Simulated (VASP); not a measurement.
# Si2W (I4/mmm) in VASP: a series of runs, part 2 of 2

VASP 6.6.1. The steps go on from the part before.

## 4. Electric field gradients, LDA (equal xx and yy strain of +1 %)

Contents of INCAR:

```
SYSTEM = Si2W
PREC = Accurate
ENCUT = 400
EDIFF = 1E-8
ISMEAR = -1
SIGMA = 0.05
LREAL = .FALSE.
LASPH = .TRUE.
NELM = 120
ALGO = Normal
ISIF = 2
LWAVE = .FALSE.
LCHARG = .FALSE.
LEFG = .TRUE.
ISYM = 0
NBANDS = 18
GGA_COMPAT = .FALSE.
```

Contents of KPOINTS:

```
Automatic mesh
0
G
  11 11 14
  0 0 0
```

Contents of POSCAR:

```
Si2W
1.0
   -1.6220600000      1.6220600000      3.9400000000
    1.6220600000     -1.6220600000      3.9400000000
    1.6220600000      1.6220600000     -3.9400000000
Si W
2 1
Direct
    0.3330000000      0.3330000000      0.0000000000
    0.6670000000      0.6670000000      0.0000000000
    0.0000000000      0.0000000000      0.0000000000
```

Potentials or basis: VASP PAW LDA potentials, release 64 (Si, W_sv).

The run is started by

```bash
$ cat potpaw_LDA.64/Si/POTCAR potpaw_LDA.64/W_sv/POTCAR > POTCAR
$ mpirun -np 1 vasp_std > vasp.out
```

OUTCAR:

```text
SYSTEM = Si2W
   PREC = Accurate
   ENCUT = 400
   EDIFF = 1E-8
   ISMEAR = -1
   LREAL = .FALSE.
   LASPH = .TRUE.
   NELM = 120
   ISIF = 2
   ISYM = 0

 ion  position               nearest neighbor table
   1  0.333  0.333  0.000-   3 2.62   2 2.63   2 2.64   2 2.64   2 2.64   2 2.64   3 2.64   3 2.64
                             3 2.64   3 2.64
   2  0.667  0.667  0.000-   3 2.62   1 2.63   1 2.64   1 2.64   1 2.64   1 2.64   3 2.64   3 2.64
                             3 2.64   3 2.64
   3  0.000  0.000  0.000-   1 2.62   2 2.62   2 2.64   1 2.64   2 2.64   2 2.64   2 2.64   1 2.64
                             1 2.64   1 2.64

IMPORTANT INFORMATION: All symmetrisations will be switched off!
NOSYMM: (Re-)initialisation of all symmetry stuff for point group C_1.

----------------------------------------------------------------------------------------

                                     Primitive cell

  volume of cell :      41.4658

  direct lattice vectors                    reciprocal lattice vectors
    -1.622060000  1.622060000  3.940000000     0.000000000  0.308250003  0.126903553
     1.622060000 -1.622060000  3.940000000     0.308250003  0.000000000  0.126903553
     1.622060000  1.622060000 -3.940000000     0.308250003  0.308250003  0.000000000

  length of vectors
     4.559139972  4.559139972  4.559139972     0.333350531  0.333350531  0.435931335

  position of ions in fractional coordinates (direct lattice)
     0.333000000  0.333000000  0.000000000
     0.667000000  0.667000000  0.000000000
     0.000000000  0.000000000  0.000000000

  ion indices of the primitive-cell ions
   primitive index   ion index
[... 642 lines left out ...]
      6       2.9531      2.00000
[... 10 lines left out ...]
     17      18.5330      0.00000
     18      19.7482      0.00000

 [... further k-points ...]

------------------------ aborting loop because EDIFF is reached ----------------------------------------

  FORCE on cell =-STRESS in cart. coord.  units (eV):
  Direction    XX          YY          ZZ          XY          YZ          ZX
  --------------------------------------------------------------------------------------
  -------------------------------------------------------------------------------------
  Total       -2.7213547     -2.7213549     -2.6492784      0.0136989      0.0013912      0.0013912
  in kB     -105.1491311   -105.1491414   -102.3642097      0.5293059      0.0537539      0.0537529
  external PRESSURE =    -104.2208274 kB  Pullay stress =       0.0000000 kB

 VOLUME and BASIS-vectors are now :
 -----------------------------------------------------------------------------
  energy-cutoff  :      400.00
  volume of cell :       41.47
      direct lattice vectors                 reciprocal lattice vectors
    -1.622060000  1.622060000  3.940000000     0.000000000  0.308250003  0.126903553
     1.622060000 -1.622060000  3.940000000     0.308250003  0.000000000  0.126903553
     1.622060000  1.622060000 -3.940000000     0.308250003  0.308250003  0.000000000

 POSITION                                       TOTAL-FORCE (eV/Angst)
 -----------------------------------------------------------------------------------
      0.00000      0.00000      2.62404        -0.000621     -0.000621      0.352037
      0.00000      0.00000      5.25596         0.000620      0.000621     -0.352037
      0.00000      0.00000      0.00000         0.000000     -0.000000      0.000000
 -----------------------------------------------------------------------------------
    total drift:                                0.000000      0.000000      0.000000

  FREE ENERGIE OF THE ION-ELECTRON SYSTEM (eV)
  ---------------------------------------------------
  free  energy   TOTEN  =       -27.2875529553 eV

  energy  without entropy=      -27.2853484674  energy(sigma->0) =      -27.28645071

 Electric field gradients (V/A^2)
---------------------------------------------------------------------
 ion       V_xx      V_yy      V_zz      V_xy      V_xz      V_yz
---------------------------------------------------------------------
   1       5.366     5.366   -10.731     0.072    -0.000    -0.000
   2       5.366     5.366   -10.731     0.072    -0.000    -0.000
   3      73.898    73.898  -147.796     0.010     0.061     0.062
---------------------------------------------------------------------

 Electric field gradients after diagonalization (V/A^2)
 (convention: |V_zz| > |V_xx| > |V_yy|)
----------------------------------------------------------------------
 ion       V_xx      V_yy      V_zz     asymmetry (V_yy - V_xx)/ V_zz
----------------------------------------------------------------------
   1       5.438     5.294   -10.731       0.013
   2       5.438     5.294   -10.731       0.013
   3      73.908    73.888  -147.796       0.000
----------------------------------------------------------------------

           NMR quadrupolar parameters

 Cq : quadrupolar parameter    Cq=e*Q*V_zz/h
 eta: asymmetry parameters     (V_yy - V_xx)/ V_zz
 Q  : nuclear electric quadrupole moment in mb (millibarn)
----------------------------------------------------------------------
 ion       Cq(MHz)       eta       Q (mb)
----------------------------------------------------------------------
   1      -0.026       0.013       1.000
   2      -0.026       0.013       1.000
   3      -0.357       0.000       1.000
----------------------------------------------------------------------
```

OSZICAR:

```text
N       E                     dE             d eps       ncg     rms          rms(c)
DAV:   1     0.110457026123E+03    0.11046E+03   -0.93076E+03 30560   0.102E+03
DAV:   2    -0.243309805053E+02   -0.13479E+03   -0.13164E+03 35416   0.282E+02
DAV:   3    -0.281636234226E+02   -0.38326E+01   -0.37919E+01 37960   0.447E+01
DAV:   4    -0.281968715182E+02   -0.33248E-01   -0.33209E-01 36586   0.442E+00
DAV:   5    -0.281972372260E+02   -0.36571E-03   -0.36569E-03 36238   0.481E-01    0.241E+01
DAV:   6    -0.274149103874E+02    0.78233E+00   -0.36644E+00 32770   0.131E+01    0.801E+00
DAV:   7    -0.273170020081E+02    0.97908E-01   -0.30092E-01 32396   0.304E+00    0.451E+00
DAV:   8    -0.272882659871E+02    0.28736E-01   -0.57696E-02 34268   0.175E+00    0.298E-01
DAV:   9    -0.272877332300E+02    0.53276E-03   -0.12073E-03 35828   0.279E-01    0.184E-01
DAV:  10    -0.272875601332E+02    0.17310E-03   -0.29156E-04 36250   0.153E-01    0.371E-02
DAV:  11    -0.272875532026E+02    0.69306E-05   -0.40308E-05 34364   0.481E-02    0.197E-02
DAV:  12    -0.272875531323E+02    0.70241E-07   -0.21599E-06 35620   0.908E-03    0.528E-03
DAV:  13    -0.272875529548E+02    0.17756E-06   -0.52243E-07 34000   0.633E-03    0.914E-04
DAV:  14    -0.272875529553E+02   -0.53251E-09   -0.17382E-08 25826   0.118E-03
   1 F= -.27287553E+02 E0= -.27286451E+02  d E =-.220449E-02
```

stdout:

```text
POSCAR found type information on POSCAR SiW
 POSCAR found :  2 types and       3 ions
 scaLAPACK will be used
 LDA part: xc-table for (Slater(with rela. corr.)+CA(PZ))
 , standard interpolation
[... 27 lines left out ...]
     0.0000487    -0.0036895     0.0000357     0.8640409     0.0000356    -0.0000003
     0.0000670    -0.0036895     0.0000357     0.8640409     0.0000356    -0.0000003
     0.0000923    -0.0036895     0.0000357     0.8640409     0.0000356    -0.0000003
[... 23 lines left out ...]
     0.0000661    -0.0066394    -0.0555537   118.1982573    -0.0555504    -0.0000069
     0.0000910    -0.0065744    -0.0555536   118.1694510    -0.0555503    -0.0000069
     0.0001253    -0.0064718    -0.0555536   118.1262840    -0.0555503    -0.0000069
     0.0001726    -0.0063106    -0.0555537   118.0619243    -0.0555504    -0.0000069
```

Run time: 18 min. Hardware: 1 thread of Intel Xeon Platinum 8375C at 2.90GHz (Ice Lake), shared host; peak memory 0.48 GiB.

Results:

```yaml
Free_energy: -27.2876 eV
Pressure: -10.4 GPa
Largest_force: 0.352 eV/Å
Band_gap_on_the_k_mesh: zero (bands 11 and 12 overlap by 1.15 eV)
Largest_electric_field_gradient_by_atom: Si -10.7; W -147.8 V/Å²
```

Forces in eV/Å, atoms in the order of the input:
```
Si  -0.001 -0.001  0.352
Si   0.001  0.001 -0.352
W    0.000  0.000  0.000
```

Levels at points of the mesh, in eV from the Fermi level:
| k point | band 9 | band 10 | band 11 | band 12 | band 13 | band 14 |
| --- | --- | --- | --- | --- | --- | --- |
| (0.00, 0.00, 0.00) | -2.82 | -2.82 | 0.59 | 2.50 | 3.04 | 3.11 |
| (0.00, 0.00, 0.50) | -4.93 | -3.11 | -1.59 | 2.67 | 2.77 | 2.95 |

Electric field gradients, principal values (V/Å²):
```csv
atom,least,middle,greatest (by size)
1 Si,5.294,5.438,-10.731
2 Si,5.294,5.438,-10.731
3 W,73.888,73.908,-147.796
```

Caveat: the cell differs from its parent crystal (equal xx and yy strain of +1 %); the cell stands under tension; without QUAD_EFG the Cq values of the log hold for a quadrupole moment of 1 mb, not for the nuclei; spin-orbit coupling is left out, which moves the levels of the heavy elements.

## 5. The runs side by side

```csv
cell,cutoff (eV),gap on the mesh (eV),pressure (GPa),largest force (eV/Å)
"a = 4.548 Å, angles 138.6, 138.6, 59.9°, 3 atoms",520,none,-6.5,0.32
"a = 4.514 Å, angles 139.6, 139.6, 58.4°, 3 atoms",520,none,7.9,0.17
"a = 4.559 Å, angles 138.3, 138.3, 60.4°, 3 atoms",400,none,-10.4,0.35
```

Alike in all rows: task electric field gradients; level LDA; potentials or basis VASP PAW LDA potentials, release 64 (Si, W_sv); no spin polarisation; k mesh 11 × 11 × 14; smearing fermi-dirac 0.05 eV.

Caveats: spin-orbit coupling is left out, which moves the levels of the heavy elements; the cell stands under tension (at least some runs); the stress differs along the axes, from -2 to 13 GPa (at least some runs).

Absolute energies hang on the potentials; compare differences alone.
